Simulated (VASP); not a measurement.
# CoO in VASP: a series of runs

CoO is run at these levels: PBE+U; tasks: single point.

Everything below comes from runs of VASP 6.6.1. Logs are shortened: lines on timing, memory, paths and dates and some standing lists are left out, and cuts for length are marked.

## 1. The cell of the first run

It takes space group Fm-3m (No. 225, cubic). The conventional cell has a = 4.326 Å, b = 4.326 Å, c = 4.326 Å, α = 90.00°, β = 90.00°, γ = 90.00°. Within 2.9 Å of Co (site symmetry m-3m) lie 6 O at 2.16 Å. O (site symmetry m-3m) has 6 Co at 2.16 Å within 2.9 Å.

## 2. Single point, PBE+U, collinear spin, ferromagnetic start

File INCAR:

```
PREC = Accurate
ENCUT = 520
EDIFF = 1E-6
ISMEAR = 0
SIGMA = 0.05
LREAL = F
LASPH = T
NELM = 150
ALGO = Normal
ISIF = 2
LWAVE = F
LCHARG = F
ISPIN = 2
MAGMOM = 2.88 0.24
LORBIT = 11
LMAXMIX = 4
LDAU = T
LDAUTYPE = 2
LDAUL = 2 -1
LDAUU = 3.3 0
LDAUJ = 0 0
LDAUPRINT = 1
GGA = PE
NBANDS = 18
```

File KPOINTS:

```
regular mesh
0
Gamma
  10 10 10
```

File POSCAR:

```
CoO
1.0
    0.0000000000      2.1628257023      2.1628257023
    2.1628257023      0.0000000000      2.1628257023
    2.1628257023      2.1628257023      0.0000000000
Co O
1 1
Direct
    0.0000000000      0.0000000000      0.0000000000
    0.5000000000      0.5000000000      0.5000000000
```

Potentials or basis: VASP PAW PBE potentials, release 64 (Co, O).

Started as:

```
> cat potpaw_PBE.64/Co/POTCAR potpaw_PBE.64/O/POTCAR > POTCAR
> mpirun -np 1 vasp_std > vasp.out
```

OUTCAR:

```text
PREC = Accurate
   ENCUT = 520
   EDIFF = 1E-6
   ISMEAR = 0
   LREAL = F
   LASPH = T
   NELM = 150
   ISIF = 2
   ISPIN = 2
   LORBIT = 11
   GGA = PE

 ion  position               nearest neighbor table
   1  0.000  0.000  0.000-   2 2.16   2 2.16   2 2.16   2 2.16   2 2.16   2 2.16
   2  0.500  0.500  0.500-   1 2.16   1 2.16   1 2.16   1 2.16   1 2.16   1 2.16

  LATTYP: Found a face centered cubic cell.
 ALAT       =     4.3256514046

  Lattice vectors:

 A1 = (   0.0000000000,   2.1628257023,   2.1628257023)
 A2 = (   2.1628257023,   0.0000000000,   2.1628257023)
 A3 = (   2.1628257023,   2.1628257023,   0.0000000000)

Analysis of symmetry for initial positions (statically):
=====================================================================
 Subroutine PRICEL returns:
 Original cell was already a primitive cell.

 Routine SETGRP: Setting up the symmetry group for a
 face centered cubic supercell.

 Subroutine GETGRP returns: Found 48 space group operations
 (whereof 48 operations were pure point group operations)
 out of a pool of 48 trial point group operations.

The static configuration has the point symmetry O_h .

Analysis of symmetry for dynamics (positions and initial velocities):
=====================================================================
 Subroutine PRICEL returns:
 Original cell was already a primitive cell.

 Routine SETGRP: Setting up the symmetry group for a
 face centered cubic supercell.

 Subroutine GETGRP returns: Found 48 space group operations
 (whereof 48 operations were pure point group operations)
 out of a pool of 48 trial point group operations.

The dynamic configuration has the point symmetry O_h .

Analysis of structural, dynamic, and magnetic symmetry:
=====================================================================
 Subroutine PRICEL returns:
 Original cell was already a primitive cell.

 Routine SETGRP: Setting up the symmetry group for a
 face centered cubic supercell.

 Subroutine GETGRP returns: Found 48 space group operations
 (whereof 48 operations were pure point group operations)
 out of a pool of 48 trial point group operations.

The overall configuration has the point symmetry O_h .

 Subroutine INISYM returns: Found 48 space group operations
 (whereof 48 operations are pure point group operations),
 and found     1 'primitive' translations

----------------------------------------------------------------------------------------

                                     Primitive cell

  volume of cell :      20.2346

  direct lattice vectors                    reciprocal lattice vectors
     0.000000000  2.162825702  2.162825702    -0.231179054  0.231179054  0.231179054
     2.162825702  0.000000000  2.162825702     0.231179054 -0.231179054  0.231179054
     2.162825702  2.162825702  0.000000000     0.231179054  0.231179054 -0.231179054

  length of vectors
     3.058697441  3.058697441  3.058697441     0.400413867  0.400413867  0.400413867

  position of ions in fractional coordinates (direct lattice)
     0.000000000  0.000000000  0.000000000
     0.500000000  0.500000000  0.500000000

  ion indices of the primitive-cell ions
   primitive index   ion index
                 1           1
                 2           2

----------------------------------------------------------------------------------------

 KPOINTS: regular mesh

Automatic generation of k-mesh.
 Grid dimensions read from file:
 generate k-points for:   10   10   10
[... 57 lines left out ...]
   ICHARG =      2    charge: 1-file 2-atom 10-const
   ISPIN  =      2    spin polarized calculation?
   LNONCOLLINEAR =      F non collinear calculations
   LSORBIT =      F    spin-orbit coupling
   LASPH  =      T    aspherical Exc in radial PAW
   ENCUT  =  520.0 eV  38.22 Ry    6.18 a.u.   5.69  5.69  5.69*2*pi/ulx,y,z
   NELM   =    150;   NELMIN=  2; NELMDL= -5     # of ELM steps
   EDIFF  = 0.1E-05   stopping-criterion for ELM
   LREAL  =      F    real-space projection
   EDIFFG = 0.1E-04   stopping-criterion for IOM
   NSW    =      0    number of steps for IOM
   IBRION =     -1    ionic relax: 0-MD 1-quasi-New 2-CG
   NFREE  =      0    steps in history (QN), initial steepest desc. (CG)
   ISIF   =      2    stress and relaxation
   ISYM   =      2    0-nonsym 1-usesym 2-fastsym
   POTIM  = 0.5000    time-step for ionic-motion
   TEBEG  =    0.0;   TEEND  =   0.0 temperature during run
   PSTRESS=    0.0 pullay stress
   NELECT =      15.0000    total number of electrons
   NUPDOWN=      -1.0000    fix difference up-down
   EMIN   =  10.00;   EMAX   =-10.00  energy-range for DOS
   EFERMI =   0.00;   METHOD = LEGACY
   ISMEAR =     0;   SIGMA  =   0.05  broadening in eV -4-tet -1-fermi 0-gaus
   EFERMI_NEDOS =   21; number of points for ismear=-14 and -15
   IALGO  =     38    algorithm
   IMIX   =      4    mixing-type and parameters
     AMIX     =   0.40;   BMIX     =  1.00
     AMIX_MAG =   1.60;   BMIX_MAG =  1.00
  volume/ion in A,a.u.               =      10.12        68.27
  Fermi-wavevector in a.u.,A,eV,Ry     =   1.481632  2.799879 29.867970  2.195234
  Thomas-Fermi vector in A             =   2.595518
   LORBIT       =     11    0 simple, 1 ext, 2 COOP (PROOUT), +10 PAW based schemes
 LDA+U is selected, type is set to LDAUTYPE =  2
   angular momentum for each species LDAUL =     2   -1
   U (eV)           for each species LDAUU =   3.3  0.0
   J (eV)           for each species LDAUJ =   0.0  0.0
   GGA     = PE    functional components
   LHFCALC =     F    Hartree Fock is set to
   AEXX    =    0.0000 exact exchange contribution
   IVDW    =     0    specifies the selected vdW correction
   LEPSILON=     F    determine dielectric tensor
   LRPA    =     F    only Hartree local field effects (RPA)
 spin polarized calculation
 Gauss-broadening in eV      SIGMA  =   0.05
  energy-cutoff  :      520.00
  volume of cell :       20.23
 maximum number of plane-waves:       556
   NGX = 11   NGY = 11   NGZ = 11

atom =   1  type =  1  l = 2

 onsite density matrix

spin component  1

  0.9671  0.0000  0.0000 -0.0000  0.0000
  0.0000  0.9671 -0.0000 -0.0000  0.0000
  0.0000 -0.0000  1.0064  0.0000 -0.0000
 -0.0000 -0.0000  0.0000  0.9671  0.0000
  0.0000  0.0000 -0.0000  0.0000  1.0064

spin component  2

  0.6539 -0.0000 -0.0000  0.0000  0.0000
 -0.0000  0.6539  0.0000  0.0000 -0.0000
 -0.0000  0.0000  0.1285 -0.0000  0.0000
  0.0000  0.0000 -0.0000  0.6539 -0.0000
  0.0000 -0.0000  0.0000 -0.0000  0.1285

 occupancies and eigenvectors

  o =  0.1285  v =  0.0000  0.0000  0.0000  0.0000  0.0000  0.0000  0.0000 -0.0125  0.0000  0.9999      0.0000  0.0000  0.0000  0.0000  0.0000  0.0000  0.0000  0.0000  0.0000  0.0000
  o =  0.1285  v =  0.0000  0.0000  0.0000  0.0000  0.0000  0.0000  0.0000 -0.9999 -0.0000 -0.0125      0.0000  0.0000  0.0000  0.0000  0.0000  0.0000  0.0000  0.0000  0.0000  0.0000
  o =  0.6539  v =  0.0000  0.0000  0.0000  0.0000  0.0000  0.0000 -0.1468 -0.0000  0.9892 -0.0000      0.0000  0.0000  0.0000  0.0000  0.0000  0.0000  0.0000  0.0000  0.0000  0.0000
  o =  0.6539  v =  0.0000  0.0000  0.0000  0.0000  0.0000  0.0000  0.9892  0.0000  0.1468 -0.0000      0.0000  0.0000  0.0000  0.0000  0.0000  0.0000  0.0000  0.0000  0.0000  0.0000
  o =  0.6539  v =  0.0000  0.0000  0.0000  0.0000  0.0000  1.0000  0.0000  0.0000  0.0000  0.0000      0.0000  0.0000  0.0000  0.0000  0.0000  0.0000  0.0000  0.0000  0.0000  0.0000
  o =  0.9671  v =  0.0000 -0.8704 -0.0000  0.4923  0.0000  0.0000  0.0000  0.0000  0.0000  0.0000      0.0000  0.0000  0.0000  0.0000  0.0000  0.0000  0.0000  0.0000  0.0000  0.0000
  o =  0.9671  v =  1.0000  0.0000  0.0000  0.0000  0.0000  0.0000  0.0000  0.0000  0.0000  0.0000      0.0000  0.0000  0.0000  0.0000  0.0000  0.0000  0.0000  0.0000  0.0000  0.0000
  o =  0.9671  v =  0.0000 -0.4923 -0.0000 -0.8704  0.0000  0.0000  0.0000  0.0000  0.0000  0.0000      0.0000  0.0000  0.0000  0.0000  0.0000  0.0000  0.0000  0.0000  0.0000  0.0000
  o =  1.0064  v =  0.0000  0.0000 -0.9999 -0.0000 -0.0136  0.0000  0.0000  0.0000  0.0000  0.0000      0.0000  0.0000  0.0000  0.0000  0.0000  0.0000  0.0000  0.0000  0.0000  0.0000
  o =  1.0064  v =  0.0000  0.0000 -0.0136  0.0000  0.9999  0.0000  0.0000  0.0000  0.0000  0.0000      0.0000  0.0000  0.0000  0.0000  0.0000  0.0000  0.0000  0.0000  0.0000  0.0000

 number of electron      15.0000001 magnetization       3.0002198

 Free energy of the ion-electron system (eV)
  ---------------------------------------------------
  ext. energy  EPLUGINS =         0.00000000
  ---------------------------------------------------
  free energy    TOTEN  =       -11.27122455 eV

  energy without entropy =      -11.26424692  energy(sigma->0) =      -11.26773573

 E-fermi :   6.7435     XC(G=0): -12.1280

 val. band max:        6.7419768113   @ k =   0.5000   0.3000   0.0000
 cond. band min:       6.7486957198   @ k =  -0.2000   0.3000   0.1000
 fundamental gap:      0.0067189085
 Fermi energy:         6.7435451142

 spin component 1

 k-point     1 :       0.0000    0.0000    0.0000
  band No.  band energies     occupation
      1     -12.3504      1.00000
      2       2.1984      1.00000
      3       2.1984      1.00000
      4       2.6705      1.00000
      5       2.6705      1.00000
      6       2.6705      1.00000
[... 1001 lines left out ...]
     17      36.6076      0.00000
     18      37.9552      0.00000

 [... further k-points ...]
[... 5 lines left out ...]
  --------------------------------------------------------------------------------------
  -------------------------------------------------------------------------------------
  Total       -1.1403185     -1.1403185     -1.1403185      0.0000000      0.0000000      0.0000000
  in kB      -90.2905285    -90.2905285    -90.2905285      0.0000000      0.0000000      0.0000000
  external PRESSURE =     -90.2905285 kB  Pullay stress =       0.0000000 kB

 VOLUME and BASIS-vectors are now :
 -----------------------------------------------------------------------------
  energy-cutoff  :      520.00
  volume of cell :       20.23
      direct lattice vectors                 reciprocal lattice vectors
     0.000000000  2.162825702  2.162825702    -0.231179054  0.231179054  0.231179054
     2.162825702  0.000000000  2.162825702     0.231179054 -0.231179054  0.231179054
     2.162825702  2.162825702  0.000000000     0.231179054  0.231179054 -0.231179054

 POSITION                                       TOTAL-FORCE (eV/Angst)
 -----------------------------------------------------------------------------------
      0.00000      0.00000      0.00000        -0.000000      0.000000     -0.000000
      2.16283      2.16283      2.16283         0.000000     -0.000000      0.000000
 -----------------------------------------------------------------------------------
    total drift:                                0.000000     -0.000000     -0.000000

  FREE ENERGIE OF THE ION-ELECTRON SYSTEM (eV)
  ---------------------------------------------------
  free  energy   TOTEN  =       -11.2712245462 eV

  energy  without entropy=      -11.2642469212  energy(sigma->0) =      -11.26773573

 total charge

# of ion       s       p       d       tot
------------------------------------------
    1        0.285   0.332   7.111   7.727
    2        1.553   3.422   0.000   4.975
--------------------------------------------------
tot          1.838   3.754   7.111  12.703

 magnetization (x)

# of ion       s       p       d       tot
------------------------------------------
    1        0.021   0.017   2.694   2.732
    2        0.022   0.230   0.000   0.252
--------------------------------------------------
tot          0.043   0.246   2.694   2.984
```

It took 38 s on 1 thread of AMD EPYC 7R43 (Zen 3), shared host; peak memory 0.13 GiB.

What came out:

```yaml
Free_energy: -11.2712 eV
Pressure: -9.0 GPa
Band_gap_on_the_k_mesh: zero (filled and empty bands overlap)
Net_moment: 3.00 μB per cell
Site_moments: Co +2.73; O +0.25 μB
Valence_electrons_inside_the_program's_atomic_spheres: Co 7.73; O 4.97
```

Eigenvalues of the final occupation matrices:
```tsv
site	spin	trace	eigenvalues
site 1 d	1	4.91	0.97 0.97 0.97 1.01 1.01
site 1 d	2	2.22	0.13 0.13 0.65 0.65 0.65
```

Caveat: a cell with one magnetic atom can't hold antiferromagnetic order, which such compounds often take. The state reached can hang on the start; a lower one may exist.

(Continued in part 2 of 3.)
